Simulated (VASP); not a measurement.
# Sn3TeW (P6/mmm) in VASP: further runs, part 2 of 2

VASP 6.6.1.

### Step 4. Single point, PBE

This run uses another cell than the first one, of 32.64 Å³/atom.

The input, INCAR:

```
SYSTEM = Sn3TeW
  ALGO = Normal
  EDIFF = 1E-6
  ENCUT = 520
  GGA = PE
  ISIF = 2
  ISMEAR = 0
  LASPH = .True.
  LCHARG = .True.
  LELF = .True.
  LREAL = .False.
  LVHAR = .True.
  LWAVE = .False.
  NBANDS = 39
  NELM = 80
  PREC = Accurate
  SIGMA = 0.1
```

The input, KPOINTS:

```
k-points
0
Gamma
  6 6 2
  0 0 0
```

The input, POSCAR:

```
Sn3TeW
1.0
    5.9833390389     -0.0000000040      0.0000000000
   -2.9916695160      5.1817236092      0.0000000000
    0.0000000000      0.0000000000      5.2640335148
Sn Te W
3 1 1
Direct
    0.5000000000      0.0000000000      0.5000000000
    0.0000000000      0.5000000000      0.5000000000
    0.5000000000      0.5000000000      0.5000000000
    0.0000000000      0.0000000000      0.0000000000
    0.0000000000      0.0000000000      0.5000000000
```

Potentials or basis: VASP PAW PBE potentials, release 64 (Sn_d, Te, W_sv).

On the command line:

```
$ cat potpaw_PBE.64/Sn_d/POTCAR potpaw_PBE.64/Te/POTCAR potpaw_PBE.64/W_sv/POTCAR > POTCAR
$ mpirun -np 1 vasp_std > vasp.out
```

OUTCAR:

```text
SYSTEM = Sn3TeW
   EDIFF = 1E-6
   ENCUT = 520
   GGA = PE
   ISIF = 2
   ISMEAR = 0
   LASPH = .True.
   LREAL = .False.
   NELM = 80
   PREC = Accurate

 ion  position               nearest neighbor table
   1  0.500  0.000  0.500-   5 2.99   5 2.99   2 2.99   2 2.99   3 2.99   3 2.99
   2  0.000  0.500  0.500-   3 2.99   3 2.99   1 2.99   1 2.99   5 2.99   5 2.99
   3  0.500  0.500  0.500-   2 2.99   2 2.99   5 2.99   5 2.99   1 2.99   1 2.99
   4  0.000  0.000  0.000-   5 2.63   5 2.63
   5  0.000  0.000  0.500-   4 2.63   4 2.63   1 2.99   1 2.99   3 2.99   3 2.99   2 2.99   2 2.99

  LATTYP: Found a hexagonal cell.
 ALAT       =     5.9833390389
 C/A-ratio  =     0.8797819212

  Lattice vectors:

 A1 = (   5.9833390389,  -0.0000000040,   0.0000000000)
 A2 = (  -2.9916695160,   5.1817236092,   0.0000000000)
 A3 = (   0.0000000000,   0.0000000000,   5.2640335148)

Analysis of symmetry for initial positions (statically):
=====================================================================
 Subroutine PRICEL returns:
 Original cell was already a primitive cell.

 Routine SETGRP: Setting up the symmetry group for a
 hexagonal supercell.

 Subroutine GETGRP returns: Found 24 space group operations
 (whereof 24 operations were pure point group operations)
 out of a pool of 24 trial point group operations.

The static configuration has the point symmetry D_6h.

Analysis of symmetry for dynamics (positions and initial velocities):
=====================================================================
 Subroutine PRICEL returns:
 Original cell was already a primitive cell.

 Routine SETGRP: Setting up the symmetry group for a
 hexagonal supercell.

 Subroutine GETGRP returns: Found 24 space group operations
 (whereof 24 operations were pure point group operations)
 out of a pool of 24 trial point group operations.
[... 113 lines left out ...]
   IALGO  =     38    algorithm
   IMIX   =      4    mixing-type and parameters
     AMIX     =   0.40;   BMIX     =  1.00
     AMIX_MAG =   1.60;   BMIX_MAG =  1.00
  volume/ion in A,a.u.               =      32.64       220.27
  Fermi-wavevector in a.u.,A,eV,Ry     =   1.185659  2.240571 19.126905  1.405788
  Thomas-Fermi vector in A             =   2.321848
   LORBIT       =      0    0 simple, 1 ext, 2 COOP (PROOUT), +10 PAW based schemes
   GGA     = PE    functional components
   LHFCALC =     F    Hartree Fock is set to
   AEXX    =    0.0000 exact exchange contribution
   IVDW    =     0    specifies the selected vdW correction
   LEPSILON=     F    determine dielectric tensor
   LRPA    =     F    only Hartree local field effects (RPA)
 non-spin polarized calculation
 Gauss-broadening in eV      SIGMA  =   0.10
  energy-cutoff  :      520.00
  volume of cell :      163.21
 maximum number of plane-waves:      4416
 NGX is ok and might be reduce to    48
   NGX = 23   NGY = 23   NGZ = 19

 number of electron      62.0000012 magnetization

 Free energy of the ion-electron system (eV)
  ---------------------------------------------------
  ext. energy  EPLUGINS =         0.00000000
  ---------------------------------------------------
  free energy    TOTEN  =       -24.58595599 eV

  energy without entropy =      -24.57142708  energy(sigma->0) =      -24.57869153

 E-fermi :   5.7652     XC(G=0):  -9.0926

 val. band max:        5.7643850403   @ k =   0.1667   0.1667   0.5000
 cond. band min:       5.8522090160   @ k =   0.0000   0.0000   0.0000
 fundamental gap:      0.0878239757
 Fermi energy:         5.7651720797

 k-point     1 :       0.0000    0.0000    0.0000
  band No.  band energies     occupation
      1     -68.7762      2.00000
      2     -33.2130      2.00000
      3     -32.8600      2.00000
      4     -32.8600      2.00000
      5     -16.1721      2.00000
      6     -16.0550      2.00000
[... 577 lines left out ...]
     38      10.5041      0.00000
     39      10.5041      0.00000

------------------------ aborting loop because EDIFF is reached ----------------------------------------

  FORCE on cell =-STRESS in cart. coord.  units (eV):
  Direction    XX          YY          ZZ          XY          YZ          ZX
  --------------------------------------------------------------------------------------
  -------------------------------------------------------------------------------------
  Total        0.2137097      0.2137097     -0.0787590     -0.0000000      0.0000000      0.0000000
  in kB        2.0979656      2.0979656     -0.7731684     -0.0000000      0.0000000      0.0000000
  external PRESSURE =       1.1409209 kB  Pullay stress =       0.0000000 kB

 VOLUME and BASIS-vectors are now :
 -----------------------------------------------------------------------------
  energy-cutoff  :      520.00
  volume of cell :      163.21
      direct lattice vectors                 reciprocal lattice vectors
     5.983339039 -0.000000004  0.000000000     0.167130760  0.096492989  0.000000000
    -2.991669516  5.181723609  0.000000000     0.000000000  0.192985978  0.000000000
     0.000000000  0.000000000  5.264033515     0.000000000  0.000000000  0.189968395

 POSITION                                       TOTAL-FORCE (eV/Angst)
 -----------------------------------------------------------------------------------
      2.99167     -0.00000      2.63202         0.000000      0.000000      0.000000
     -1.49583      2.59086      2.63202         0.000000      0.000000      0.000000
      1.49583      2.59086      2.63202        -0.000000      0.000000      0.000000
      0.00000      0.00000      0.00000         0.000000      0.000000      0.000000
      0.00000      0.00000      2.63202         0.000000      0.000000      0.000000
 -----------------------------------------------------------------------------------
    total drift:                                0.000000     -0.000000     -0.000000

  FREE ENERGIE OF THE ION-ELECTRON SYSTEM (eV)
  ---------------------------------------------------
  free  energy   TOTEN  =       -24.5859559880 eV

  energy  without entropy=      -24.5714270792  energy(sigma->0) =      -24.57869153
```

OSZICAR:

```text
N       E                     dE             d eps       ncg     rms          rms(c)
DAV:   1     0.679173809178E+03    0.67917E+03   -0.31818E+04  1184   0.206E+03
DAV:   2     0.619848520316E+02   -0.61719E+03   -0.60233E+03  1092   0.594E+02
DAV:   3    -0.210277003832E+02   -0.83013E+02   -0.79371E+02  1313   0.188E+02
DAV:   4    -0.253736355072E+02   -0.43459E+01   -0.42818E+01  1225   0.457E+01
DAV:   5    -0.255287415103E+02   -0.15511E+00   -0.15498E+00  1617   0.880E+00    0.143E+01
DAV:   6    -0.250212565384E+02    0.50748E+00   -0.27591E+00  1282   0.820E+00    0.478E+00
DAV:   7    -0.247543693471E+02    0.26689E+00   -0.17069E+00  1273   0.599E+00    0.458E+00
DAV:   8    -0.245844490607E+02    0.16992E+00   -0.35297E-01  1298   0.350E+00    0.638E-01
DAV:   9    -0.245856907571E+02   -0.12417E-02   -0.71836E-02  1356   0.139E+00    0.599E-01
DAV:  10    -0.245855427261E+02    0.14803E-03   -0.60616E-03  1299   0.543E-01    0.122E-01
DAV:  11    -0.245858815273E+02   -0.33880E-03   -0.57364E-04  1403   0.151E-01    0.553E-02
DAV:  12    -0.245859474140E+02   -0.65887E-04   -0.20817E-04  1417   0.771E-02    0.319E-02
DAV:  13    -0.245859552000E+02   -0.77860E-05   -0.45207E-05  1265   0.348E-02    0.208E-02
DAV:  14    -0.245859559880E+02   -0.78798E-06   -0.77222E-06  1146   0.134E-02
   1 F= -.24585956E+02 E0= -.24578692E+02  d E =-.145289E-01
```

Run time: 3 min. Hardware: 1 thread of Intel Xeon 8259CL, shared host; peak memory 0.34 GiB.

Results:

```
Free energy            : -24.5860 eV
Pressure               : 0.1 GPa
Band gap on the k mesh : zero (bands 31 and 32 overlap by 0.99 eV)
```

Stress tensor (GPa, compression positive):
```
 0.21  0.00  0.00
 0.00  0.21  0.00
 0.00  0.00 -0.08
```

Caveat: the k points lie up to 0.60 Å⁻¹ apart, too coarse for converged energies and pressures of a metal; spin-orbit coupling is left out, which moves the levels of the heavy elements.

### Step 5. Single point, PBE

This run uses another cell than the first one, of 32.98 Å³/atom.

The input, INCAR:

```
PREC     = Accurate       # precision mode
ENCUT    = 520            # plane-wave cutoff, eV
EDIFF    = 1E-7           # SCF threshold, eV
ISMEAR   = 0              # smearing method
SIGMA    = 0.1            # smearing width, eV
LREAL    = F              # projectors in reciprocal space
LASPH    = T              # aspherical terms in the spheres
NELM     = 80             # most SCF steps
ALGO     = Fast           # electronic algorithm
ISIF     = 2              # what is computed and relaxed
LWAVE    = F              # write WAVECAR
LCHARG   = T              # write CHGCAR
GGA      = PE             # functional
LELF     = T              # ELF
LVHAR    = T            
NBANDS   = 39             # bands
```

The input, KPOINTS:

```
regular mesh
0
Gamma
  6 6 8
```

Edit POSCAR of step 4 so:

```diff
@@ -2,5 +2,5 @@
 1.0
-    5.9833390389     -0.0000000040      0.0000000000
-   -2.9916695160      5.1817236092      0.0000000000
-    0.0000000000      0.0000000000      5.2640335148
+    6.0047919007      0.0000000000      0.0000000000
+   -3.0023959504      5.2003023304      0.0000000000
+    0.0000000000      0.0000000000      5.2807465398
 Sn Te W
```

On the command line:

```
$ cat potpaw_PBE.64/Sn_d/POTCAR potpaw_PBE.64/Te/POTCAR potpaw_PBE.64/W_sv/POTCAR > POTCAR
$ mpirun -np 1 vasp_std > vasp.out
```

It took 8.5 min on 1 thread of Intel Xeon 8259CL, shared host; peak memory 0.43 GiB.

Results (log left out):

- Free energy: -24.2986 eV
- Pressure: 0.0 GPa
- Band gap on the k mesh: zero (bands 31 and 32 overlap by 0.97 eV)

Levels at points of the mesh, in eV from the Fermi level:
| k point | band 28 | band 29 | band 30 | band 31 | band 32 | band 33 | band 34 | band 35 |
| --- | --- | --- | --- | --- | --- | --- | --- | --- |
| (0.00, 0.00, 0.00) | -1.20 | -1.20 | -0.54 | -0.54 | -0.39 | 0.08 | 0.81 | 0.81 |
| (0.50, 0.00, 0.00) | -2.07 | -1.89 | -1.44 | -0.12 | 0.66 | 0.76 | 0.95 | 1.31 |
| (0.00, 0.00, 0.50) | -2.77 | -2.77 | -2.31 | 0.17 | 0.86 | 0.86 | 0.96 | 0.96 |
| (0.50, 0.00, 0.50) | -2.27 | -0.75 | -0.09 | 0.19 | 0.75 | 1.18 | 1.20 | 1.35 |

Caveat: spin-orbit coupling is left out, which moves the levels of the heavy elements.

### Step 6. Relaxation of cell and atoms, PBE

This run uses another cell than the first one, of 32.64 Å³/atom.

The input, INCAR:

```
SYSTEM = Sn3TeW
  PREC = Accurate
  ENCUT = 600
  EDIFF = 1E-7
  ISMEAR = 0
  SIGMA = 0.1
  LREAL = .FALSE.
  LASPH = .TRUE.
  NELM = 60
  ALGO = Normal
  ISIF = 3
  LWAVE = .FALSE.
  LCHARG = .FALSE.
  GGA = PE
  IBRION = 2
  NSW = 90
  EDIFFG = -0.04
```

The input, KPOINTS:

```
Automatic mesh
0
G
  3 3 4
  0 0 0
```

Edit POSCAR of step 5 so:

```diff
@@ -2,5 +2,5 @@
 1.0
-    6.0047919007      0.0000000000      0.0000000000
-   -3.0023959504      5.2003023304      0.0000000000
-    0.0000000000      0.0000000000      5.2807465398
+    5.9833390389      0.0000000000      0.0000000000
+   -2.9916695195      5.1817236071      0.0000000000
+    0.0000000000      0.0000000000      5.2640335148
 Sn Te W
```

Potentials or basis: VASP PAW PBE potentials, release 64 (Sn_d, Te, W_sv).

On the command line:

```
$ cat potpaw_PBE.64/Sn_d/POTCAR potpaw_PBE.64/Te/POTCAR potpaw_PBE.64/W_sv/POTCAR > POTCAR
$ mpirun -np 1 vasp_std > vasp.out
```

OUTCAR:

```text
SYSTEM = Sn3TeW
   PREC = Accurate
   ENCUT = 600
   EDIFF = 1E-7
   ISMEAR = 0
   LREAL = .FALSE.
   LASPH = .TRUE.
   NELM = 60
   ISIF = 3
   GGA = PE
   IBRION = 2
   NSW = 90
   EDIFFG = -0.04

 ion  position               nearest neighbor table
   1  0.500  0.000  0.500-   2 2.99   2 2.99   3 2.99   3 2.99   5 2.99   5 2.99
   2  0.000  0.500  0.500-   1 2.99   1 2.99   5 2.99   5 2.99   3 2.99   3 2.99
   3  0.500  0.500  0.500-   5 2.99   5 2.99   1 2.99   1 2.99   2 2.99   2 2.99
   4  0.000  0.000  0.000-   5 2.63   5 2.63
   5  0.000  0.000  0.500-   4 2.63   4 2.63   3 2.99   3 2.99   2 2.99   2 2.99   1 2.99   1 2.99

  LATTYP: Found a hexagonal cell.
 ALAT       =     5.9833390389
 C/A-ratio  =     0.8797819212

  Lattice vectors:

 A1 = (   5.9833390389,   0.0000000000,   0.0000000000)
 A2 = (  -2.9916695195,   5.1817236071,   0.0000000000)
 A3 = (   0.0000000000,   0.0000000000,   5.2640335148)

Analysis of symmetry for initial positions (statically):
=====================================================================
 Subroutine PRICEL returns:
 Original cell was already a primitive cell.

 Routine SETGRP: Setting up the symmetry group for a
 hexagonal supercell.

 Subroutine GETGRP returns: Found 24 space group operations
 (whereof 24 operations were pure point group operations)
 out of a pool of 24 trial point group operations.

The static configuration has the point symmetry D_6h.

Analysis of symmetry for dynamics (positions and initial velocities):
=====================================================================
 Subroutine PRICEL returns:
 Original cell was already a primitive cell.

 Routine SETGRP: Setting up the symmetry group for a
 hexagonal supercell.

 Subroutine GETGRP returns: Found 24 space group operations
 (whereof 24 operations were pure point group operations)
 out of a pool of 24 trial point group operations.

The dynamic configuration has the point symmetry D_6h.

 Subroutine INISYM returns: Found 24 space group operations
 (whereof 24 operations are pure point group operations),
[... 95 lines left out ...]
   TEBEG  =    0.0;   TEEND  =   0.0 temperature during run
   PSTRESS=    0.0 pullay stress
   NELECT =      62.0000    total number of electrons
   NUPDOWN=      -1.0000    fix difference up-down
   EMIN   =  10.00;   EMAX   =-10.00  energy-range for DOS
   EFERMI =   0.00;   METHOD = LEGACY
   ISMEAR =     0;   SIGMA  =   0.10  broadening in eV -4-tet -1-fermi 0-gaus
   EFERMI_NEDOS =   21; number of points for ismear=-14 and -15
   IALGO  =     38    algorithm
   IMIX   =      4    mixing-type and parameters
     AMIX     =   0.40;   BMIX     =  1.00
     AMIX_MAG =   1.60;   BMIX_MAG =  1.00
  volume/ion in A,a.u.               =      32.64       220.27
  Fermi-wavevector in a.u.,A,eV,Ry     =   1.185659  2.240571 19.126905  1.405788
  Thomas-Fermi vector in A             =   2.321848
   LORBIT       =      0    0 simple, 1 ext, 2 COOP (PROOUT), +10 PAW based schemes
   GGA     = PE    functional components
   LHFCALC =     F    Hartree Fock is set to
   AEXX    =    0.0000 exact exchange contribution
   IVDW    =     0    specifies the selected vdW correction
   LEPSILON=     F    determine dielectric tensor
   LRPA    =     F    only Hartree local field effects (RPA)
 conjugate gradient relaxation of ions
 non-spin polarized calculation
 Gauss-broadening in eV      SIGMA  =   0.10
  energy-cutoff  :      600.00
  volume of cell :      163.21
 maximum number of plane-waves:      5478
 NGX is ok and might be reduce to    48
   NGX = 23   NGY = 23   NGZ = 21

--------------------------------------- Ionic step        1  -------------------------------------------

 number of electron      62.0000015 magnetization

 Free energy of the ion-electron system (eV)
  ---------------------------------------------------
  ext. energy  EPLUGINS =         0.00000000
  ---------------------------------------------------
  free energy    TOTEN  =       -24.23973960 eV

  energy without entropy =      -24.20319950  energy(sigma->0) =      -24.22146955

------------------------ aborting loop because EDIFF is reached ----------------------------------------

  FORCE on cell =-STRESS in cart. coord.  units (eV):
  Direction    XX          YY          ZZ          XY          YZ          ZX
  --------------------------------------------------------------------------------------
  -------------------------------------------------------------------------------------
  Total       -0.5017188     -0.5017188      1.5670542      0.0000000      0.0000000      0.0000000
  in kB       -4.9253197     -4.9253197     15.3836045      0.0000000      0.0000000      0.0000000
  external PRESSURE =       1.8443217 kB  Pullay stress =       0.0000000 kB
[... 182 lines left out ...]
--------------------------------------- Ionic step        6  -------------------------------------------

 number of electron      62.0000007 magnetization

 Free energy of the ion-electron system (eV)
  ---------------------------------------------------
  ext. energy  EPLUGINS =         0.00000000
  ---------------------------------------------------
  free energy    TOTEN  =       -24.26611604 eV

  energy without entropy =      -24.24331975  energy(sigma->0) =      -24.25471790

 E-fermi :   5.8408     XC(G=0):  -9.0599

 val. band max:        5.7771858436   @ k =   0.0000   0.0000   0.0000
 cond. band min:       5.8408306393   @ k =   0.0000   0.0000   0.2500
 fundamental gap:      0.0636447957
 Fermi energy:         5.8408049326

 k-point     1 :       0.0000    0.0000    0.0000
  band No.  band energies     occupation
      1     -68.9191      2.00000
      2     -33.1153      2.00000
      3     -33.1153      2.00000
      4     -33.1117      2.00000
      5     -16.4428      2.00000
      6     -16.3259      2.00000
[... 381 lines left out ...]
  FREE ENERGIE OF THE ION-ELECTRON SYSTEM (eV)
  ---------------------------------------------------
  free  energy   TOTEN  =       -24.2661160436 eV

  energy  without entropy=      -24.2433197515  energy(sigma->0) =      -24.25471790

 reached required accuracy - stopping structural energy minimisation
```

OSZICAR:

```text
N       E                     dE             d eps       ncg     rms          rms(c)
DAV:   1     0.707633236880E+03    0.70763E+03   -0.34013E+04   705   0.238E+03
DAV:   2     0.716668484970E+02   -0.63597E+03   -0.62523E+03   671   0.654E+02
DAV:   3    -0.190324428817E+02   -0.90699E+02   -0.86881E+02   773   0.206E+02
[... 70 lines left out ...]
DAV:   6    -0.242661222090E+02    0.18980E-04   -0.28250E-05   843   0.353E-02    0.226E-02
DAV:   7    -0.242661162072E+02    0.60018E-05   -0.53292E-06   913   0.122E-02    0.699E-03
DAV:   8    -0.242661157001E+02    0.50710E-06   -0.84097E-07   790   0.556E-03    0.257E-03
DAV:   9    -0.242661160355E+02   -0.33540E-06   -0.92058E-08   428   0.203E-03    0.117E-03
DAV:  10    -0.242661160436E+02   -0.81654E-08   -0.25122E-08   353   0.128E-03
   6 F= -.24266116E+02 E0= -.24254718E+02  d E =-.113001E-02
```

Wall time 11 min (1 thread of Intel Xeon 8259CL, shared host); peak memory 0.35 GiB.

What came out:

```yaml
Free_energy: -24.2661 eV
Relaxed_volume: 32.72 Å³/atom
Relaxed_cell: a = 5.919 Å, b = 5.919 Å, c = 5.392 Å, α = 90.00°, β = 90.00°, γ = 120.00°
Space_group_after_relaxing_to_0.1_Å: P6/mmm (No. 191)
Energy_gained_by_relaxing: 5.3 meV/atom
Ionic_steps: 6
Pressure_after_relaxing: 0.0 GPa
Band_gap_on_the_k_mesh: zero (bands 31 and 32 overlap by 0.81 eV)
```

The path:
```csv
step,energy change (eV),largest force (eV/Å),pressure (GPa),volume (Å³)
1,0.0000,0.0000,0.18,163.21
2,-0.0211,0.0000,-0.12,164.07
3,-0.0252,0.0000,-0.34,164.66
4,-0.0252,0.0000,-0.33,164.61
5,-0.0258,0.0000,0.23,162.93
6,-0.0264,0.0000,0.00,163.62
```

Final structure:
```
Sn Te W
1.0
     5.91924    0.00000    0.00000
    -2.95962    5.12622    0.00000
     0.00000    0.00000    5.39224
Sn Te W
3 1 1
Direct
  0.50000 0.00000 0.50000
  0.00000 0.50000 0.50000
  0.50000 0.50000 0.50000
  0.00000 0.00000 0.00000
  0.00000 0.00000 0.50000
```

Caveat: the k points lie up to 0.41 Å⁻¹ apart in the final cell, too coarse for converged energies and pressures of a metal; spin-orbit coupling is left out, which moves the levels of the heavy elements.

### Step 7. Overview

| task | cell | k mesh | cutoff (eV) | gap on the mesh (eV) | pressure (GPa) |
| --- | --- | --- | --- | --- | --- |
| single point | a = 5.922, b = 5.922, c = 5.390 Å, angles 90.0, 90.0, 120.0°, 5 atoms | 3 × 3 × 4 | 520 | none | -0.1 |
| single point | a = 4.290, b = 4.290, c = 8.363 Å, angles 90.0, 90.0, 120.0°, 5 atoms | 6 × 6 × 2 | 520 | none | 149.5 |
| single point | a = 5.983, b = 5.983, c = 5.264 Å, angles 90.0, 90.0, 120.0°, 5 atoms | 6 × 6 × 2 | 520 | none | 0.1 |
| single point | a = 6.005, b = 6.005, c = 5.281 Å, angles 90.0, 90.0, 120.0°, 5 atoms | 6 × 6 × 8 | 520 | none | 0.0 |
| relaxation of cell and atoms | relaxed from a = 5.983, b = 5.983, c = 5.264 Å, angles 90.0, 90.0, 120.0°, 5 atoms | 3 × 3 × 4 | 600 | none | 0.0 |

Alike in all rows: level PBE; potentials or basis VASP PAW PBE potentials, release 64 (Sn_d, Te, W_sv); no spin polarisation; smearing gaussian 0.1 eV.

Caveats: some runs use coarse meshes; spin-orbit coupling is left out, which moves the levels of the heavy elements.

Total energies depend on the potentials used, so only differences within one code and one set of settings carry meaning.
